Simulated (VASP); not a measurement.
# In3Sb2As (P6_3mc) in VASP: relaxation of cell and atoms with PBE

Aim: the relaxation of cell and atoms of In3Sb2As with PBE.

Everything below comes from runs of VASP 6.6.1. Logs are shortened: lines on timing, memory, paths and dates and some standing lists are left out, and cuts for length are marked.

### 1 The cell of the first run

Symmetry: P6_3mc, No. 186, hexagonal system. Conventional cell: a = 4.221 Å, b = 4.221 Å, c = 20.819 Å, α = 90.00°, β = 90.00°, γ = 120.00°. In (site symmetry 3m) has 3 Sb at 2.59 Å and 1 As at 2.60 Å within 3.4 Å. Within 3.4 Å of In (site symmetry 3m) lie 4 Sb at 2.59 to 2.60 Å. In (site symmetry 3m) has 3 As at 2.59 Å and 1 Sb at 2.60 Å within 3.4 Å. Within 3.4 Å of Sb (site symmetry 3m) lie 4 In at 2.59 to 2.60 Å. Within 3.4 Å of Sb (site symmetry 3m) lie 4 In at 2.59 to 2.60 Å. Within 3.4 Å of As (site symmetry 3m) lie 4 In at 2.59 to 2.60 Å.

### 2 Relaxation of cell and atoms, PBE

Input file INCAR:

```
PREC = Accurate
ENCUT = 600
EDIFF = 1E-7
ISMEAR = 0
SIGMA = 0.1
LREAL = False
LASPH = True
NELM = 60
ALGO = Normal
ISIF = 3
LWAVE = False
LCHARG = False
GGA = PE
IBRION = 2
NSW = 90
EDIFFG = -0.04
```

Input file KPOINTS:

```
regular mesh
0
Gamma
  6 6 1
```

Input file POSCAR:

```
In3Sb2As
1.0
    4.2206170100      0.0000000000      0.0000000000
   -2.1103085000      3.6551615500      0.0000000000
    0.0000000000      0.0000000000     20.8185628300
In Sb As
6 4 2
Direct
    0.6666666700      0.3333333300      0.1668627100
    0.6666666700      0.3333333300      0.5001960400
    0.6666666700      0.3333333300      0.8335293700
    0.3333333300      0.6666666700      0.0001960400
    0.3333333300      0.6666666700      0.3335293700
    0.3333333300      0.6666666700      0.6668627100
    0.6666666700      0.3333333300      0.6249706100
    0.6666666700      0.3333333300      0.9583039500
    0.3333333300      0.6666666700      0.1249706100
    0.3333333300      0.6666666700      0.4583039500
    0.6666666700      0.3333333300      0.2916372800
    0.3333333300      0.6666666700      0.7916372800
```

Potentials or basis: VASP PAW PBE potentials, release 64 (In_d, Sb, As).

Command:

```
cat potpaw_PBE.64/In_d/POTCAR potpaw_PBE.64/Sb/POTCAR potpaw_PBE.64/As/POTCAR > POTCAR
mpirun -np 1 vasp_std > vasp.out
```

OUTCAR:

```text
PREC = Accurate
   ENCUT = 600
   EDIFF = 1E-7
   ISMEAR = 0
   LREAL = False
   LASPH = True
   NELM = 60
   ISIF = 3
   GGA = PE
   IBRION = 2
   NSW = 90
   EDIFFG = -0.04

 ion  position               nearest neighbor table
   1  0.667  0.333  0.167-   9 2.59   9 2.59   9 2.59  11 2.60
   2  0.667  0.333  0.500-  10 2.59  10 2.59  10 2.59   7 2.60
   3  0.667  0.333  0.834-  12 2.59  12 2.59  12 2.59   8 2.60
   4  0.333  0.667  0.000-   8 2.59   8 2.59   8 2.59   9 2.60
   5  0.333  0.667  0.334-  11 2.59  11 2.59  11 2.59  10 2.60
   6  0.333  0.667  0.667-   7 2.59   7 2.59   7 2.59  12 2.60
   7  0.667  0.333  0.625-   6 2.59   6 2.59   6 2.59   2 2.60
   8  0.667  0.333  0.958-   4 2.59   4 2.59   4 2.59   3 2.60
   9  0.333  0.667  0.125-   1 2.59   1 2.59   1 2.59   4 2.60
  10  0.333  0.667  0.458-   2 2.59   2 2.59   2 2.59   5 2.60
  11  0.667  0.333  0.292-   5 2.59   5 2.59   5 2.59   1 2.60
  12  0.333  0.667  0.792-   3 2.59   3 2.59   3 2.59   6 2.60

  LATTYP: Found a hexagonal cell.
 ALAT       =     4.2206170100
 C/A-ratio  =     4.9325875294

  Lattice vectors:

 A1 = (   4.2206170100,   0.0000000000,   0.0000000000)
 A2 = (  -2.1103085000,   3.6551615500,   0.0000000000)
 A3 = (   0.0000000000,   0.0000000000,  20.8185628300)

Analysis of symmetry for initial positions (statically):
=====================================================================
 Subroutine PRICEL returns:
 Original cell was already a primitive cell.

 Routine SETGRP: Setting up the symmetry group for a
 hexagonal supercell.

 Subroutine GETGRP returns: Found 12 space group operations
 (whereof  6 operations were pure point group operations)
 out of a pool of 24 trial point group operations.

The static configuration has the point symmetry C_3v.
 The point group associated with its full space group is C_6v.

Analysis of symmetry for dynamics (positions and initial velocities):
=====================================================================
 Subroutine PRICEL returns:
 Original cell was already a primitive cell.

 Routine SETGRP: Setting up the symmetry group for a
 hexagonal supercell.

 Subroutine GETGRP returns: Found 12 space group operations
 (whereof  6 operations were pure point group operations)
 out of a pool of 24 trial point group operations.

The dynamic configuration has the point symmetry C_3v.
 The point group associated with its full space group is C_6v.

 Subroutine INISYM returns: Found 12 space group operations
 (whereof  6 operations are pure point group operations),
 and found     1 'primitive' translations

----------------------------------------------------------------------------------------

                                     Primitive cell

  volume of cell :     321.1687

  direct lattice vectors                    reciprocal lattice vectors
     4.220617010  0.000000000  0.000000000     0.236932183  0.136792859  0.000000000
    -2.110308500  3.655161550  0.000000000     0.000000000  0.273585719  0.000000000
     0.000000000  0.000000000 20.818562830     0.000000000  0.000000000  0.048034055

  length of vectors
     4.220617010  4.220617007 20.818562830     0.273585719  0.273585719  0.048034055

  position of ions in fractional coordinates (direct lattice)
     0.666666670  0.333333330  0.166862710
     0.666666670  0.333333330  0.500196040
     0.666666670  0.333333330  0.833529370
     0.333333330  0.666666670  0.000196040
     0.333333330  0.666666670  0.333529370
     0.333333330  0.666666670  0.666862710
     0.666666670  0.333333330  0.624970610
     0.666666670  0.333333330  0.958303950
     0.333333330  0.666666670  0.124970610
     0.333333330  0.666666670  0.458303950
     0.666666670  0.333333330  0.291637280
     0.333333330  0.666666670  0.791637280

  ion indices of the primitive-cell ions
   primitive index   ion index
                 1           1
                 2           2
                 3           3
                 4           4
                 5           5
                 6           6
                 7           7
                 8           8
                 9           9
                10          10
                11          11
                12          12

----------------------------------------------------------------------------------------

 KPOINTS: regular mesh

Automatic generation of k-mesh.
 Grid dimensions read from file:
 generate k-points for:    6    6    1

 Generating k-lattice:

  Cartesian coordinates                     Fractional coordinates (reciprocal lattice)
     0.039488697  0.022798810  0.000000000     0.166666667  0.000000000  0.000000000
     0.000000000  0.045597620  0.000000000     0.000000000  0.166666667  0.000000000
     0.000000000  0.000000000  0.048034055     0.000000000  0.000000000  1.000000000

  Length of vectors
     0.045597620  0.045597620  0.048034055

  Shift w.r.t. Gamma in fractional coordinates (k-lattice)
     0.000000000  0.000000000  0.000000000

 Subroutine IBZKPT returns following result:
 ===========================================

 Found      7 irreducible k-points:

 Following reciprocal coordinates:
            Coordinates               Weight
  0.000000  0.000000  0.000000      1.000000
  0.166667  0.000000  0.000000      6.000000
  0.333333  0.000000  0.000000      6.000000
  0.500000  0.000000  0.000000      3.000000
  0.166667  0.166667  0.000000      6.000000
  0.333333  0.166667  0.000000     12.000000
  0.333333  0.333333  0.000000      2.000000
   k-points           NKPTS =      7   k-points in BZ     NKDIM =      7   number of bands    NBANDS=     64
   number of dos      NEDOS =    301   number of ions     NIONS =     12
   total plane-waves  NPLWV = 217728
   dimension x,y,z NGX =    36 NGY =   36 NGZ =  168
   dimension x,y,z NGXF=    72 NGYF=   72 NGZF=  336
   ions per type =               6   4   2
   NGX,Y,Z   is equivalent  to a cutoff of  14.18, 14.18, 13.42 a.u.
   NGXF,Y,Z  is equivalent  to a cutoff of  28.36, 28.36, 26.83 a.u.
 SYSTEM =  unknown system
   PREC   = accura    normal or accurate (medium, high low for compatibility)
   ISTART =      0    job   : 0-new  1-cont  2-samecut
   ICHARG =      2    charge: 1-file 2-atom 10-const
   ISPIN  =      1    spin polarized calculation?
   LNONCOLLINEAR =      F non collinear calculations
   LSORBIT =      F    spin-orbit coupling
   LASPH  =      T    aspherical Exc in radial PAW
   ENCUT  =  600.0 eV  44.10 Ry    6.64 a.u.   8.43  8.43 41.58*2*pi/ulx,y,z
   NELM   =     60;   NELMIN=  2; NELMDL= -5     # of ELM steps
   EDIFF  = 0.1E-06   stopping-criterion for ELM
   LREAL  =      F    real-space projection
   EDIFFG = -.4E-01   stopping-criterion for IOM
   NSW    =     90    number of steps for IOM
   IBRION =      2    ionic relax: 0-MD 1-quasi-New 2-CG
   NFREE  =      1    steps in history (QN), initial steepest desc. (CG)
   ISIF   =      3    stress and relaxation
   ISYM   =      2    0-nonsym 1-usesym 2-fastsym
   POTIM  = 0.5000    time-step for ionic-motion
   TEBEG  =    0.0;   TEEND  =   0.0 temperature during run
   PSTRESS=    0.0 pullay stress
   NELECT =     108.0000    total number of electrons
   NUPDOWN=      -1.0000    fix difference up-down
   EMIN   =  10.00;   EMAX   =-10.00  energy-range for DOS
   EFERMI =   0.00;   METHOD = LEGACY
   ISMEAR =     0;   SIGMA  =   0.10  broadening in eV -4-tet -1-fermi 0-gaus
   EFERMI_NEDOS =   21; number of points for ismear=-14 and -15
   IALGO  =     38    algorithm
   IMIX   =      4    mixing-type and parameters
     AMIX     =   0.40;   BMIX     =  1.00
     AMIX_MAG =   1.60;   BMIX_MAG =  1.00
  volume/ion in A,a.u.               =      26.76       180.61
  Fermi-wavevector in a.u.,A,eV,Ry     =   1.138426  2.151314 17.633353  1.296015
  Thomas-Fermi vector in A             =   2.275131
   LORBIT       =      0    0 simple, 1 ext, 2 COOP (PROOUT), +10 PAW based schemes
   GGA     = PE    functional components
   LHFCALC =     F    Hartree Fock is set to
   AEXX    =    0.0000 exact exchange contribution
   IVDW    =     0    specifies the selected vdW correction
   LEPSILON=     F    determine dielectric tensor
   LRPA    =     F    only Hartree local field effects (RPA)
 conjugate gradient relaxation of ions
 non-spin polarized calculation
 Gauss-broadening in eV      SIGMA  =   0.10
  energy-cutoff  :      600.00
  volume of cell :      321.17
 maximum number of plane-waves:     10781
 NGX is ok and might be reduce to    36
   NGX = 17   NGY = 17   NGZ = 83

--------------------------------------- Ionic step        1  -------------------------------------------

 number of electron     108.0000037 magnetization

 Free energy of the ion-electron system (eV)
  ---------------------------------------------------
  ext. energy  EPLUGINS =         0.00000000
  ---------------------------------------------------
  free energy    TOTEN  =       -38.51144886 eV

  energy without entropy =      -38.51026616  energy(sigma->0) =      -38.51085751

 E-fermi :   7.2121     XC(G=0):  -9.5762

 val. band max:        7.0856672009   @ k =   0.0000   0.0000   0.0000
 cond. band min:       7.3145206249   @ k =   0.0000   0.0000   0.0000
 fundamental gap:      0.2288534239
 Fermi energy:         7.2121058397

 k-point     1 :       0.0000    0.0000    0.0000
  band No.  band energies     occupation
      1      -8.3451      2.00000
      2      -8.3433      2.00000
      3      -8.2529      2.00000
      4      -8.2529      2.00000
      5      -8.2528      2.00000
      6      -8.2528      2.00000
[... 777 lines left out ...]
  energy  without entropy=      -42.8055373275  energy(sigma->0) =      -42.80803014

--------------------------------------- Ionic step        8  -------------------------------------------

 number of electron     108.0000002 magnetization

 Free energy of the ion-electron system (eV)
  ---------------------------------------------------
  ext. energy  EPLUGINS =         0.00000000
  ---------------------------------------------------
  free energy    TOTEN  =       -42.81255077 eV

  energy without entropy =      -42.80768789  energy(sigma->0) =      -42.81011933

 E-fermi :   4.3543     XC(G=0):  -8.5043

 val. band max:        4.3343600099   @ k =   0.0000   0.0000   0.0000
 cond. band min:       4.4024459086   @ k =   0.0000   0.0000   0.0000
 fundamental gap:      0.0680858987
 Fermi energy:         4.3543426332

 k-point     1 :       0.0000    0.0000    0.0000
  band No.  band energies     occupation
      1     -10.3213      2.00000
      2     -10.3211      2.00000
      3     -10.2687      2.00000
      4     -10.2687      2.00000
      5     -10.2687      2.00000
      6     -10.2687      2.00000
[... 497 lines left out ...]
  FREE ENERGIE OF THE ION-ELECTRON SYSTEM (eV)
  ---------------------------------------------------
  free  energy   TOTEN  =       -42.8125507749 eV

  energy  without entropy=      -42.8076878948  energy(sigma->0) =      -42.81011933

 reached required accuracy - stopping structural energy minimisation
```

It took 23 min on 1 thread of AMD EPYC 9R45 (Zen 5), shared host; peak memory 0.58 GiB.

What came out:

```
Free energy                           : -42.8126 eV
Relaxed volume                        : 34.17 Å³/atom
Relaxed cell                          : a = 4.578 Å, b = 4.578 Å, c = 22.588 Å, α = 90.00°, β = 90.00°, γ = 120.00°
Space group after relaxing (to 0.1 Å) : P6_3mc (No. 186)
Energy gained by relaxing             : 358.4 meV/atom
Ionic steps                           : 8
Pressure after relaxing               : 0.0 GPa
Largest force after relaxing          : 0.039 eV/Å
Band gap on the k mesh                : 0.07 eV
```

Forces in eV/Å, atoms in the order of the input:
```
In   0.000  0.000  0.039
In   0.000  0.000 -0.019
In   0.000  0.000 -0.021
In   0.000  0.000 -0.019
In   0.000  0.000 -0.021
In   0.000  0.000  0.039
Sb   0.000  0.000  0.003
Sb   0.000  0.000 -0.001
Sb   0.000  0.000  0.003
Sb   0.000  0.000 -0.001
As   0.000  0.000 -0.002
As   0.000  0.000 -0.002
```

Step by step:
| step | energy change (eV) | largest force (eV/Å) | pressure (GPa) | volume (Å³) |
| --- | --- | --- | --- | --- |
| 1 | 0.0000 | 1.5204 | 18.03 | 321.17 |
| 2 | -3.1281 | 0.2173 | -4.25 | 482.48 |
| 3 | -4.1933 | 0.4692 | -0.08 | 412.66 |
| 4 | -4.1927 | 0.4553 | -0.27 | 414.65 |
| 5 | -4.2329 | 0.3293 | -0.22 | 413.75 |
| 6 | -4.2872 | 0.2576 | -0.02 | 411.06 |
| 7 | -4.2991 | 0.1014 | 0.01 | 410.44 |
| 8 | -4.3011 | 0.0391 | 0.04 | 410.06 |

Final structure:
```
In Sb As
1.0
     4.57848    0.00000    0.00000
    -2.28924    3.96508    0.00000
     0.00000    0.00000   22.58757
In Sb As
6 4 2
Direct
  0.66667 0.33333 0.17291
  0.66667 0.33333 0.50060
  0.66667 0.33333 0.82736
  0.33333 0.66667 0.00060
  0.33333 0.66667 0.32736
  0.33333 0.66667 0.67291
  0.66667 0.33333 0.62730
  0.66667 0.33333 0.95514
  0.33333 0.66667 0.12730
  0.33333 0.66667 0.45514
  0.66667 0.33333 0.29219
  0.33333 0.66667 0.79219
```

Levels at points of the mesh, in eV from the valence-band top:
| k point | band 51 | band 52 | band 53 | band 54 | band 55 | band 56 | band 57 | band 58 |
| --- | --- | --- | --- | --- | --- | --- | --- | --- |
| (0.00, 0.00, 0.00) | -0.22 | -0.09 | -0.09 | 0.00 | 0.07 | 0.07 | 0.50 | 0.93 |
| (0.50, 0.00, 0.00) | -1.42 | -1.35 | -1.18 | -0.93 | 0.68 | 0.89 | 1.10 | 1.27 |

Caveat: the volume moved by over 15 % at a fixed basis, so the end points are rough; spin-orbit coupling is left out, which moves the levels of the heavy elements.
